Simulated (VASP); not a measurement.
# WS2 in VASP: single point with PBEsol

Aim: the single point of WS2 with PBEsol.

Everything below comes from runs of VASP 6.6.1. Logs are shortened: lines on timing, memory, paths and dates and some standing lists are left out, and cuts for length are marked.

### Step 1. The cell of the first run

The cell holds a slab with vacuum, 3 atoms: a = 3.184 Å, b = 3.184 Å, c = 16.951 Å, α = 90.00°, β = 90.00°, γ = 120.00°.

### Step 2. Single point, PBEsol (mode 6 (348.2 1/cm) frozen in, largest displacement +0.075 Å)

File INCAR:

```
SYSTEM = WS2
PREC = Accurate
ENCUT = 520
EDIFF = 1E-7
ISMEAR = 0
SIGMA = 0.05
LREAL = .FALSE.
LASPH = .TRUE.
NELM = 60
ALGO = Normal
ISIF = 2
LWAVE = .FALSE.
LCHARG = .FALSE.
GGA = PS
NBANDS = 20
```

File KPOINTS:

```
Automatic mesh
0
G
  12 12 2
  0 0 0
```

File POSCAR:

```
WS2
1.0
    3.1835163552      0.0000000000      0.0000000000
   -1.5917581776      2.7570060369      0.0000000000
    0.0000000000      0.0000000000     16.9505778900
W S
1 2
Direct
    0.3251164394      0.6666666667      0.0000000000
    0.6902255216      0.3333333333      0.9079994900
    0.6902255216      0.3333333333      0.0920005100
```

Potentials or basis: VASP PAW PBE potentials, release 64 (W_sv, S).

Launch:

```sh
$ cat potpaw_PBE.64/W_sv/POTCAR potpaw_PBE.64/S/POTCAR > POTCAR
$ mpirun -np 1 vasp_std > vasp.out
```

OUTCAR:

```text
SYSTEM = WS2
   PREC = Accurate
   ENCUT = 520
   EDIFF = 1E-7
   ISMEAR = 0
   LREAL = .FALSE.
   LASPH = .TRUE.
   NELM = 60
   ISIF = 2
   GGA = PS

 ion  position               nearest neighbor table
   1  0.325  0.667  0.000-   2 2.34   3 2.34   2 2.41   3 2.41   2 2.48   3 2.48
   2  0.690  0.333  0.908-   1 2.34   1 2.41   1 2.48
   3  0.690  0.333  0.092-   1 2.34   1 2.41   1 2.48

  LATTYP: Found a hexagonal cell.
 ALAT       =     3.1835163552
 C/A-ratio  =     5.3244827413

  Lattice vectors:

 A1 = (   3.1835163552,   0.0000000000,   0.0000000000)
 A2 = (  -1.5917581776,   2.7570060369,   0.0000000000)
 A3 = (   0.0000000000,   0.0000000000,  16.9505778900)

Analysis of symmetry for initial positions (statically):
=====================================================================
 Subroutine PRICEL returns:
 Original cell was already a primitive cell.

 Routine SETGRP: Setting up the symmetry group for a
 hexagonal supercell.

 Subroutine GETGRP returns: Found  2 space group operations
 (whereof  2 operations were pure point group operations)
 out of a pool of 24 trial point group operations.

The static configuration has the point symmetry C_1h.

Analysis of symmetry for dynamics (positions and initial velocities):
=====================================================================
 Subroutine PRICEL returns:
 Original cell was already a primitive cell.

 Routine SETGRP: Setting up the symmetry group for a
 hexagonal supercell.

 Subroutine GETGRP returns: Found  2 space group operations
 (whereof  2 operations were pure point group operations)
 out of a pool of 24 trial point group operations.

The dynamic configuration has the point symmetry C_1h.

 Subroutine INISYM returns: Found  2 space group operations
 (whereof  2 operations are pure point group operations),
 and found     1 'primitive' translations

----------------------------------------------------------------------------------------

                                     Primitive cell

  volume of cell :     148.7748

  direct lattice vectors                    reciprocal lattice vectors
     3.183516355  0.000000000  0.000000000     0.314118066  0.181356150  0.000000000
    -1.591758178  2.757006037  0.000000000     0.000000000  0.362712300  0.000000000
     0.000000000  0.000000000 16.950577890     0.000000000  0.000000000  0.058995039

  length of vectors
     3.183516355  3.183516355 16.950577890     0.362712300  0.362712300  0.058995039

  position of ions in fractional coordinates (direct lattice)
     0.325116439  0.666666667  0.000000000
     0.690225522  0.333333333  0.907999490
     0.690225522  0.333333333  0.092000510

  ion indices of the primitive-cell ions
   primitive index   ion index
                 1           1
                 2           2
                 3           3

----------------------------------------------------------------------------------------

 KPOINTS: Automatic mesh

Automatic generation of k-mesh.
 Grid dimensions read from file:
 generate k-points for:   12   12    2

 Generating k-lattice:

  Cartesian coordinates                     Fractional coordinates (reciprocal lattice)
     0.026176505  0.015113012  0.000000000     0.083333333 -0.000000000  0.000000000
     0.000000000  0.030226025  0.000000000     0.000000000  0.083333333  0.000000000
     0.000000000  0.000000000  0.029497519     0.000000000  0.000000000  0.500000000

  Length of vectors
     0.030226025  0.030226025  0.029497519

  Shift w.r.t. Gamma in fractional coordinates (k-lattice)
     0.000000000  0.000000000  0.000000000

 Subroutine IBZKPT returns following result:
 ===========================================

 Found    148 irreducible k-points:

 Following reciprocal coordinates:
            Coordinates               Weight
  0.000000  0.000000  0.000000      1.000000
  0.083333  0.000000  0.000000      2.000000
  0.000000  0.083333  0.000000      2.000000
 -0.083333  0.083333  0.000000      2.000000
  0.166667  0.000000  0.000000      2.000000
  0.000000  0.166667  0.000000      2.000000
[... 16 lines left out ...]
  0.166667  0.083333  0.000000      2.000000
 -0.083333  0.250000  0.000000      2.000000
 [... further k-points ...]
   k-points           NKPTS =    148   k-points in BZ     NKDIM =    148   number of bands    NBANDS=     20
   number of dos      NEDOS =    301   number of ions     NIONS =      3
   total plane-waves  NPLWV =  72576
   dimension x,y,z NGX =    24 NGY =   24 NGZ =  126
   dimension x,y,z NGXF=    48 NGYF=   48 NGZF=  252
   ions per type =               1   2
   NGX,Y,Z   is equivalent  to a cutoff of  12.53, 12.53, 12.36 a.u.
   NGXF,Y,Z  is equivalent  to a cutoff of  25.07, 25.07, 24.72 a.u.
 SYSTEM =  WS2
   PREC   = accura    normal or accurate (medium, high low for compatibility)
   ISTART =      0    job   : 0-new  1-cont  2-samecut
   ICHARG =      2    charge: 1-file 2-atom 10-const
   ISPIN  =      1    spin polarized calculation?
   LNONCOLLINEAR =      F non collinear calculations
   LSORBIT =      F    spin-orbit coupling
   LASPH  =      T    aspherical Exc in radial PAW
   ENCUT  =  520.0 eV  38.22 Ry    6.18 a.u.   5.92  5.92 31.52*2*pi/ulx,y,z
   NELM   =     60;   NELMIN=  2; NELMDL= -5     # of ELM steps
   EDIFF  = 0.1E-06   stopping-criterion for ELM
   LREAL  =      F    real-space projection
   EDIFFG = 0.1E-05   stopping-criterion for IOM
   NSW    =      0    number of steps for IOM
   IBRION =     -1    ionic relax: 0-MD 1-quasi-New 2-CG
   NFREE  =      0    steps in history (QN), initial steepest desc. (CG)
   ISIF   =      2    stress and relaxation
   ISYM   =      2    0-nonsym 1-usesym 2-fastsym
   POTIM  = 0.5000    time-step for ionic-motion
   TEBEG  =    0.0;   TEEND  =   0.0 temperature during run
   PSTRESS=    0.0 pullay stress
   NELECT =      26.0000    total number of electrons
   NUPDOWN=      -1.0000    fix difference up-down
   EMIN   =  10.00;   EMAX   =-10.00  energy-range for DOS
   EFERMI =   0.00;   METHOD = LEGACY
   ISMEAR =     0;   SIGMA  =   0.05  broadening in eV -4-tet -1-fermi 0-gaus
   EFERMI_NEDOS =   21; number of points for ismear=-14 and -15
   IALGO  =     38    algorithm
   IMIX   =      4    mixing-type and parameters
     AMIX     =   0.40;   BMIX     =  1.00
     AMIX_MAG =   1.60;   BMIX_MAG =  1.00
  volume/ion in A,a.u.               =      49.59       334.66
  Fermi-wavevector in a.u.,A,eV,Ry     =   0.915285  1.729637 11.398226  0.837746
  Thomas-Fermi vector in A             =   2.040009
   LORBIT       =      0    0 simple, 1 ext, 2 COOP (PROOUT), +10 PAW based schemes
   GGA     = PS    functional components
   LHFCALC =     F    Hartree Fock is set to
   AEXX    =    0.0000 exact exchange contribution
   IVDW    =     0    specifies the selected vdW correction
   LEPSILON=     F    determine dielectric tensor
   LRPA    =     F    only Hartree local field effects (RPA)
 non-spin polarized calculation
 Gauss-broadening in eV      SIGMA  =   0.05
  energy-cutoff  :      520.00
  volume of cell :      148.77
 maximum number of plane-waves:      4032
   NGX = 11   NGY = 11   NGZ = 63

 number of electron      26.0000000 magnetization

 Free energy of the ion-electron system (eV)
  ---------------------------------------------------
  ext. energy  EPLUGINS =         0.00000000
  ---------------------------------------------------
  free energy    TOTEN  =       -25.12729397 eV

  energy without entropy =      -25.12729397  energy(sigma->0) =      -25.12729397

 E-fermi :  -0.8558     XC(G=0):  -4.5468

 val. band max:       -1.2553702571   @ k =   0.3333   0.3333   0.5000
 cond. band min:       0.5190133364   @ k =   0.3333   0.3333   0.0000
 fundamental gap:      1.7743835935
 Fermi energy:        -0.8557798146

 k-point     1 :       0.0000    0.0000    0.0000
  band No.  band energies     occupation
      1     -75.2273      2.00000
      2     -39.4827      2.00000
      3     -39.3323      2.00000
      4     -39.3114      2.00000
      5     -16.0326      2.00000
      6     -14.3473      2.00000
[... 12 lines left out ...]
     19       4.3240      0.00000
     20       4.3682      0.00000

 k-point     2 :       0.0833    0.0000    0.0000
  band No.  band energies     occupation
      1     -75.2261      2.00000
      2     -39.4784      2.00000
      3     -39.3547      2.00000
      4     -39.3177      2.00000
      5     -15.9137      2.00000
      6     -14.3106      2.00000
[... 12 lines left out ...]
     19       4.4645      0.00000
     20       4.7127      0.00000

 k-point     3 :       0.0000    0.0833    0.0000
  band No.  band energies     occupation
      1     -75.2262      2.00000
      2     -39.4786      2.00000
      3     -39.3508      2.00000
      4     -39.3212      2.00000
      5     -15.9167      2.00000
      6     -14.3063      2.00000
[... 12 lines left out ...]
     19       4.4617      0.00000
     20       4.7310      0.00000

 k-point     4 :      -0.0833    0.0833    0.0000
  band No.  band energies     occupation
      1     -75.2262      2.00000
      2     -39.4787      2.00000
      3     -39.3401      2.00000
      4     -39.3314      2.00000
      5     -15.9206      2.00000
      6     -14.3012      2.00000
[... 12 lines left out ...]
     19       4.4580      0.00000
     20       4.7321      0.00000

 k-point     5 :       0.1667    0.0000    0.0000
  band No.  band energies     occupation
      1     -75.2230      2.00000
      2     -39.4668      2.00000
      3     -39.4175      2.00000
      4     -39.3330      2.00000
      5     -15.5743      2.00000
      6     -14.2073      2.00000
[... 12 lines left out ...]
     19       4.8649      0.00000
     20       5.5623      0.00000
[... 353 lines left out ...]
      6     -14.2136      2.00000
[... 12 lines left out ...]
     19       4.7187      0.00000
     20       5.4144      0.00000

 k-point    22 :      -0.1667    0.0833    0.0000
  band No.  band energies     occupation
      1     -75.2240      2.00000
      2     -39.4709      2.00000
      3     -39.3875      2.00000
      4     -39.3371      2.00000
      5     -15.6953      2.00000
      6     -14.2259      2.00000
[... 12 lines left out ...]
     19       4.7281      0.00000
     20       5.3811      0.00000

 k-point    23 :       0.1667    0.0833    0.0000
  band No.  band energies     occupation
      1     -75.2204      2.00000
      2     -39.4703      2.00000
      3     -39.4566      2.00000
      4     -39.3476      2.00000
      5     -15.2584      2.00000
      6     -14.1165      2.00000
[... 12 lines left out ...]
     19       5.2578      0.00000
     20       6.0874      0.00000

 k-point    24 :      -0.0833    0.2500    0.0000
  band No.  band energies     occupation
      1     -75.2205      2.00000
      2     -39.4579      2.00000
      3     -39.4509      2.00000
      4     -39.3628      2.00000
      5     -15.2964      2.00000
      6     -14.0622      2.00000
[... 12 lines left out ...]
     19       5.2222      0.00000
     20       6.1096      0.00000

 [... further k-points ...]
[... 5 lines left out ...]
  --------------------------------------------------------------------------------------
  -------------------------------------------------------------------------------------
  Total       -1.1192087     -1.0892055      0.0461114      0.6940771      0.0000000      0.0000000
  in kB      -12.0529217    -11.7298131      0.4965808      7.4746181      0.0000000      0.0000000
  external PRESSURE =      -7.7620513 kB  Pullay stress =       0.0000000 kB

 VOLUME and BASIS-vectors are now :
 -----------------------------------------------------------------------------
  energy-cutoff  :      520.00
  volume of cell :      148.77
      direct lattice vectors                 reciprocal lattice vectors
     3.183516355  0.000000000  0.000000000     0.314118066  0.181356150  0.000000000
    -1.591758178  2.757006037  0.000000000     0.000000000  0.362712300  0.000000000
     0.000000000  0.000000000 16.950577890     0.000000000  0.000000000  0.058995039

 POSITION                                       TOTAL-FORCE (eV/Angst)
 -----------------------------------------------------------------------------------
     -0.02616      1.83800      0.00000         2.129020      0.049499      0.000000
      1.66676      0.91900     15.39112        -1.064510     -0.024750     -0.023732
      1.66676      0.91900      1.55946        -1.064510     -0.024750      0.023732
 -----------------------------------------------------------------------------------
    total drift:                               -0.000201      0.000021      0.000000

  FREE ENERGIE OF THE ION-ELECTRON SYSTEM (eV)
  ---------------------------------------------------
  free  energy   TOTEN  =       -25.1272939687 eV

  energy  without entropy=      -25.1272939687  energy(sigma->0) =      -25.12729397
```

It took 3.9 min on 1 thread of Intel Xeon 6975P-C (Granite Rapids), shared host; peak memory 0.55 GiB.

What came out:

```
Free energy            : -25.1273 eV
Largest force          : 2.130 eV/Å
Band gap on the k mesh : 1.77 eV, direct
```

Forces in eV/Å, atoms in the order of the input:
```
W    2.129  0.049  0.000
S   -1.065 -0.025 -0.024
S   -1.065 -0.025  0.024
```

Caveat: the cell differs from its parent crystal (mode 6 (348.2 1/cm) frozen in, largest displacement +0.075 Å); the PAW data sets were made with another functional, which shifts forces and pressure a little; spin-orbit coupling is left out, which moves the levels of the heavy elements.
